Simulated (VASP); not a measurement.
# Si2Mo (C2/m) in VASP: single point with PBEsol

Aim: the single point of Si2Mo with PBEsol.

All numbers are computed with VASP 6.6.1; they aren't measurements. Logs are shortened: lines on timing, memory, paths and dates and some standing lists are left out, and cuts for length are marked.

### Step 1. The cell of the first run

It takes space group C2/m (No. 12, monoclinic). The conventional cell has a = 4.511 Å, b = 4.511 Å, c = 15.715 Å, α = 90.00°, β = 95.49°, γ = 90.00°. Within 2.0 Å of Si (site symmetry m) lie 1 Si at 1.53 Å. Si (site symmetry m) has 9 Si at 2.58 to 3.19 Å and 5 Mo at 2.60 to 2.62 Å within 3.4 Å. Within 3.4 Å of Si (site symmetry m) lie 9 Si at 2.58 to 3.19 Å and 5 Mo at 2.60 to 2.62 Å. Within 3.4 Å of Si (site symmetry m) lie 9 Si at 2.58 to 3.19 Å and 5 Mo at 2.60 to 2.62 Å. Mo (site symmetry m) has 10 Si at 2.60 to 2.62 Å and 4 Mo at 3.19 Å within 3.4 Å. Mo (site symmetry m) has 10 Si at 2.60 to 3.02 Å and 4 Mo at 3.19 Å within 3.4 Å.

### Step 2. Single point, PBEsol (the part above a cut slid along it)

File INCAR:

```
  PREC = Accurate
  ENCUT = 520
  EDIFF = 1E-7
  ISMEAR = 0
  SIGMA = 0.15
  LREAL = F
  LASPH = T
  NELM = 80
  ALGO = Fast
  ISIF = 2
  LWAVE = F
  LCHARG = F
  GGA = PS
  NBANDS = 56
```

File KPOINTS:

```
Automatic mesh
0
Gamma
  15 15 3
```

File POSCAR:

```
Si2Mo
1.0
   -3.1900701689      0.0000000000      0.0000000000
    0.0000000000     -3.1900701689      0.0000000000
   -1.0632503873      1.0632503873     15.6427680287
Si Mo
8 4
Direct
   -0.0141751931      0.0141751931      0.0425298324
    0.2358498069      0.7641501931      0.7925298324
   -0.1808251931      0.1808251931      0.5425298324
    0.4024998069      0.5975001931      0.2925298324
   -0.0691498069      0.0691498069      0.2074701676
    0.1808751931      0.8191248069      0.9574701676
   -0.2357998069      0.2357998069      0.7074701676
    0.3475251931      0.6524748069      0.4574701676
    0.2916875000      0.7083125000      0.6250000000
    0.8750125000      1.1249875000      0.3750000000
    0.4583375000      0.5416625000      0.1250000000
    0.7083625000      1.2916375000      0.8750000000
```

Potentials or basis: VASP PAW PBE potentials, release 64 (Si, Mo_sv).

Started as:

```bash
cat potpaw_PBE.64/Si/POTCAR potpaw_PBE.64/Mo_sv/POTCAR > POTCAR
mpirun -np 1 vasp_std > vasp.out
```

OUTCAR:

```text
PREC = Accurate
   ENCUT = 520
   EDIFF = 1E-7
   ISMEAR = 0
   LREAL = F
   LASPH = T
   NELM = 80
   ISIF = 2
   GGA = PS

 ion  position               nearest neighbor table
   1  0.986  0.014  0.043-   6 1.53   5 2.58  11 2.60  11 2.60  11 2.60  11 2.60   6 3.02   6 3.02
                            12 3.02
   2  0.236  0.764  0.793-   6 2.58  12 2.60  12 2.60  12 2.60  12 2.60   7 2.62   7 2.62   7 2.62
                             7 2.62   9 2.62
   3  0.819  0.181  0.543-   7 2.58   9 2.60   9 2.60   9 2.60   9 2.60   8 2.62   8 2.62   8 2.62
                             8 2.62  10 2.62
   4  0.402  0.598  0.293-   8 2.58  10 2.60  10 2.60  10 2.60  10 2.60   5 2.62   5 2.62   5 2.62
                             5 2.62  11 2.62
   5  0.931  0.069  0.207-   1 2.58  11 2.60  11 2.60  11 2.60  11 2.60   4 2.62   4 2.62   4 2.62
                             4 2.62  10 2.62
   6  0.181  0.819  0.957-   1 1.53   2 2.58  12 2.60  12 2.60  12 2.60  12 2.60   1 3.02   1 3.02
                            11 3.02
   7  0.764  0.236  0.707-   3 2.58   9 2.60   9 2.60   9 2.60   9 2.60   2 2.62   2 2.62   2 2.62
                             2 2.62  12 2.62
   8  0.348  0.652  0.457-   4 2.58  10 2.60  10 2.60  10 2.60  10 2.60   3 2.62   3 2.62   3 2.62
                             3 2.62   9 2.62
   9  0.292  0.708  0.625-   3 2.60   7 2.60   3 2.60   7 2.60   3 2.60   7 2.60   7 2.60   3 2.60
                             8 2.62   2 2.62
  10  0.875  0.125  0.375-   4 2.60   8 2.60   4 2.60   8 2.60   4 2.60   8 2.60   8 2.60   4 2.60
                             3 2.62   5 2.62
  11  0.458  0.542  0.125-   1 2.60   5 2.60   1 2.60   5 2.60   1 2.60   5 2.60   5 2.60   1 2.60
                             4 2.62   6 3.02
  12  0.708  0.292  0.875-   2 2.60   6 2.60   2 2.60   6 2.60   2 2.60   6 2.60   6 2.60   2 2.60
                             7 2.62   1 3.02

 -----------------------------------------------------------------------------
|                                                                             |
|           W    W    AA    RRRRR   N    N  II  N    N   GGGG   !!!           |
|           W    W   A  A   R    R  NN   N  II  NN   N  G    G  !!!           |
|           W    W  A    A  R    R  N N  N  II  N N  N  G       !!!           |
|           W WW W  AAAAAA  RRRRR   N  N N  II  N  N N  G  GGG   !            |
|           WW  WW  A    A  R   R   N   NN  II  N   NN  G    G                |
|           W    W  A    A  R    R  N    N  II  N    N   GGGG   !!!           |
|                                                                             |
|     The distance between some ions is very small. Please check the          |
|     nearest-neighbor list in the OUTCAR file.                               |
|     I HOPE YOU KNOW WHAT YOU ARE DOING!                                     |
|                                                                             |
 -----------------------------------------------------------------------------

  LATTYP: Found a base centered monoclinic cell.
[... 177 lines left out ...]
   IMIX   =      4    mixing-type and parameters
     AMIX     =   0.40;   BMIX     =  1.00
     AMIX_MAG =   1.60;   BMIX_MAG =  1.00
  volume/ion in A,a.u.               =      13.27        89.52
  Fermi-wavevector in a.u.,A,eV,Ry     =   1.343583  2.539003 24.561429  1.805214
  Thomas-Fermi vector in A             =   2.471645
   LORBIT       =      0    0 simple, 1 ext, 2 COOP (PROOUT), +10 PAW based schemes
   GGA     = PS    functional components
   LHFCALC =     F    Hartree Fock is set to
   AEXX    =    0.0000 exact exchange contribution
   IVDW    =     0    specifies the selected vdW correction
   LEPSILON=     F    determine dielectric tensor
   LRPA    =     F    only Hartree local field effects (RPA)
 non-spin polarized calculation
 RMM-DIIS sequential band-by-band and
 Gauss-broadening in eV      SIGMA  =   0.15
  energy-cutoff  :      520.00
  volume of cell :      159.19
 maximum number of plane-waves:      4330
   NGX = 11   NGY = 11   NGZ = 59

 number of electron      88.0000008 magnetization

 Free energy of the ion-electron system (eV)
  ---------------------------------------------------
  ext. energy  EPLUGINS =         0.00000000
  ---------------------------------------------------
  free energy    TOTEN  =       -89.28652861 eV

  energy without entropy =      -89.27227367  energy(sigma->0) =      -89.27940114

 E-fermi :  12.1903     XC(G=0): -12.5294

 val. band max:       12.1838264157   @ k =   0.1333   0.1333   0.3333
 cond. band min:      12.1903761319   @ k =   0.0667   0.0000   0.3333
 fundamental gap:      0.0065497162
 Fermi energy:        12.1903346655

 k-point     1 :       0.0000    0.0000    0.0000
  band No.  band energies     occupation
      1     -48.3556      2.00000
      2     -48.3551      2.00000
      3     -48.3324      2.00000
      4     -48.3320      2.00000
      5     -22.5519      2.00000
      6     -22.5380      2.00000
[... 1405 lines left out ...]
     55      16.0193      0.00000
     56      16.5353      0.00000

 [... further k-points ...]
[... 5 lines left out ...]
  --------------------------------------------------------------------------------------
  -------------------------------------------------------------------------------------
  Total        7.3738207      7.3738207     44.6541984     -6.3414011    -17.1766526     17.1766538
  in kB       74.2145530     74.2145530    449.4266305    -63.8236634   -172.8761325    172.8761444
  external PRESSURE =     199.2852455 kB  Pullay stress =       0.0000000 kB

 VOLUME and BASIS-vectors are now :
 -----------------------------------------------------------------------------
  energy-cutoff  :      520.00
  volume of cell :      159.19
      direct lattice vectors                 reciprocal lattice vectors
    -3.190070169  0.000000000  0.000000000    -0.313472729  0.000000000 -0.021306971
     0.000000000 -3.190070169  0.000000000     0.000000000 -0.313472729  0.021306971
    -1.063250387  1.063250387 15.642768029     0.000000000  0.000000000  0.063927305

 POSITION                                       TOTAL-FORCE (eV/Angst)
 -----------------------------------------------------------------------------------
     -3.19007      0.00000      0.66528        14.104424    -14.104424     34.501825
     -1.59504     -1.59504     12.39736        -0.038688      0.038688      0.053859
     -3.19007      0.00000      8.48667        -0.008074      0.008074     -0.052151
     -1.59504     -1.59504      4.57598        -0.001770      0.001770     -0.260507
     -3.19007     -0.00000      3.24541         0.038688     -0.038688     -0.053859
     -1.59504     -1.59504     14.97748       -14.104424     14.104424    -34.501825
     -3.19007     -0.00000     11.06679         0.001770     -0.001770      0.260507
     -1.59504     -1.59504      7.15610         0.008074     -0.008074      0.052151
     -1.59504     -1.59504      9.77673         0.006786     -0.006786      0.009682
     -3.19007      0.00000      5.86604        -0.006786      0.006786     -0.009682
     -1.59504     -1.59504      1.95535        -0.431867      0.431867      0.119303
     -3.19007      0.00000     13.68742         0.431867     -0.431867     -0.119303
 -----------------------------------------------------------------------------------
    total drift:                                0.000000     -0.000000     -0.000000

  FREE ENERGIE OF THE ION-ELECTRON SYSTEM (eV)
  ---------------------------------------------------
  free  energy   TOTEN  =       -89.2865286050 eV

  energy  without entropy=      -89.2722736675  energy(sigma->0) =      -89.27940114
```

OSZICAR:

```text
N       E                     dE             d eps       ncg     rms          rms(c)
DAV:   1     0.754516365844E+03    0.75452E+03   -0.48169E+04 21864   0.151E+03
DAV:   2    -0.567328968744E+02   -0.81125E+03   -0.78912E+03 23608   0.408E+02
DAV:   3    -0.943504450233E+02   -0.37618E+02   -0.36758E+02 25816   0.772E+01
DAV:   4    -0.951346646310E+02   -0.78422E+00   -0.77813E+00 25312   0.104E+01
DAV:   5    -0.951482130318E+02   -0.13548E-01   -0.13533E-01 24584   0.140E+00    0.457E+01
RMM:   6    -0.897762727634E+02    0.53719E+01   -0.31461E+01 22756   0.190E+01    0.116E+01
RMM:   7    -0.893487341529E+02    0.42754E+00   -0.34261E+00 23876   0.668E+00    0.648E+00
RMM:   8    -0.894179243250E+02   -0.69190E-01   -0.11636E+00 26809   0.286E+00    0.234E+00
RMM:   9    -0.892921154118E+02    0.12581E+00   -0.30566E-01 25885   0.173E+00    0.801E-01
RMM:  10    -0.892871230659E+02    0.49923E-02   -0.44677E-02 26690   0.680E-01    0.491E-01
RMM:  11    -0.892865251853E+02    0.59788E-03   -0.12614E-02 25527   0.365E-01    0.200E-01
RMM:  12    -0.892865485248E+02   -0.23340E-04   -0.37408E-03 26976   0.187E-01    0.950E-02
RMM:  13    -0.892865297103E+02    0.18814E-04   -0.61625E-04 27449   0.808E-02    0.354E-02
RMM:  14    -0.892865302715E+02   -0.56121E-06   -0.97645E-05 26370   0.354E-02    0.136E-02
RMM:  15    -0.892865281736E+02    0.20980E-05   -0.24815E-05 25967   0.182E-02    0.433E-03
RMM:  16    -0.892865285032E+02   -0.32962E-06   -0.65552E-06 28394   0.842E-03    0.230E-03
RMM:  17    -0.892865285868E+02   -0.83566E-07   -0.10185E-06 23026   0.356E-03    0.196E-03
RMM:  18    -0.892865286050E+02   -0.18255E-07   -0.18983E-07 17674   0.158E-03
   1 F= -.89286529E+02 E0= -.89279401E+02  d E =-.142549E-01
```

Run time: 44 min. Hardware: 1 thread of Oxide Virtual Turin-like, shared host; peak memory 1.1 GiB.

Results:

| Property | Result |
| --- | --- |
| Free energy | -89.2865 eV |
| Pressure | 19.9 GPa |
| Largest force | 39.853 eV/Å |
| Band gap on the k mesh | zero (bands 44 and 45 overlap by 0.67 eV) |

Forces in eV/Å, atoms in the order of the input:
```
Si   14.104 -14.104  34.502
Si   -0.039   0.039   0.054
Si   -0.008   0.008  -0.052
Si   -0.002   0.002  -0.261
Si    0.039  -0.039  -0.054
Si  -14.104  14.104 -34.502
Si    0.002  -0.002   0.261
Si    0.008  -0.008   0.052
Mo    0.007  -0.007   0.010
Mo   -0.007   0.007  -0.010
Mo   -0.432   0.432   0.119
Mo    0.432  -0.432  -0.119
```

Levels at points of the mesh, in eV from the Fermi level:
| k point | band 40 | band 41 | band 42 | band 43 | band 44 | band 45 | band 46 | band 47 | band 48 | band 49 |
| --- | --- | --- | --- | --- | --- | --- | --- | --- | --- | --- |
| (0.00, 0.00, 0.00) | -1.10 | -0.14 | 0.44 | 0.46 | 0.46 | 0.47 | 0.54 | 0.57 | 0.66 | 1.21 |

Caveat: the cell differs from its parent crystal (the part above a cut slid along it); atoms lie so close that the PAW spheres overlap strongly, which falsifies energies and pressures; the stress differs along the axes, from 7 to 45 GPa; the PAW data sets were made with another functional, which shifts forces and pressure a little.
